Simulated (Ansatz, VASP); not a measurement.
**I: VASP beside Ansatz**

INCAR

```
SYSTEM = I
PREC     = Accurate       ! precision mode
ENCUT    = 500            ! plane-wave cutoff, eV
EDIFF    = 1E-6           ! SCF threshold, eV
ISMEAR   = -1             ! smearing method
SIGMA    = 0.05           ! smearing width, eV
LREAL    = .FALSE.        ! projectors in reciprocal space
LASPH    = .TRUE.         ! aspherical terms in the spheres
NELM     = 120            ! most SCF steps
ALGO     = Normal         ! electronic algorithm
ISIF     = 2              ! what is computed and relaxed
LWAVE    = .FALSE.        ! write WAVECAR
LCHARG   = .TRUE.         ! write CHGCAR
GGA      = PE             ! functional
LELF     = .TRUE.         ! ELF
LVHAR    = .TRUE.       
NBANDS   = 10             ! bands
GGA_COMPAT= .FALSE.
```

File KPOINTS:

```
Automatic mesh
0
G
  7 7 7
  0 0 0
```

The input POSCAR:

```
I
1.0
    0.0000000000      2.3656004428      3.9098401324
    2.1922454667      0.0000000000      3.9098401324
    2.1922454667      2.3656004428      0.0000000000
I
1
Direct
    0.0000000000      0.0000000000      0.0000000000
```

File input.yaml:

```yaml
crystal:
  lattice:
    - [0.0, 2.3656004428, 3.9098401324]
    - [2.1922454667, 0.0, 3.9098401324]
    - [2.1922454667, 2.3656004428, 0.0]
  atoms:
    - { symbol: I, position: [0.0, 0.0, 0.0] }
hamiltonian:
  xc: pbe
  pseudopotentials: { kind: paw }
kpoints:
  mp_grid: { grid: [7, 7, 7] }
scf:
  occupations: { method: fermi_dirac, width: 0.05 }
output:
  forces: true
  stress: true
  eigenvalues: true
```

Alike in both runs: task single point; functional PBE; k mesh 7 × 7 × 7; occupations fermi-dirac, width 0.05 eV; no spin polarisation.

|  | VASP | Ansatz |
| --- | --- | --- |
| version | VASP 6.6.1 | Ansatz 0.2.0 |
| potentials or method | VASP PAW PBE potentials, release 64 (I) | Ansatz PAW |
| plane-wave cutoff (eV) | 500 | 420 |
| valence electrons in the cell | 7 | 17 |

Ansatz gave:

- gap on the k mesh at the Fermi level (eV): none
- pressure (GPa): 0.6
- traceless stress, the component that is largest in VASP (GPa): -0.33

What did VASP give for the same quantities?

gap on the k mesh at the Fermi level (eV): none; pressure (GPa): 0.6; traceless stress, the component that is largest in VASP (GPa): -0.35.

A gap of «none» marks a metal or a gap that the smearing closes. VASP's potentials hold 7 valence electrons a cell and Ansatz's 17, so a difference there can come from the potentials and not from the codes.

Spin-orbit coupling is off throughout.
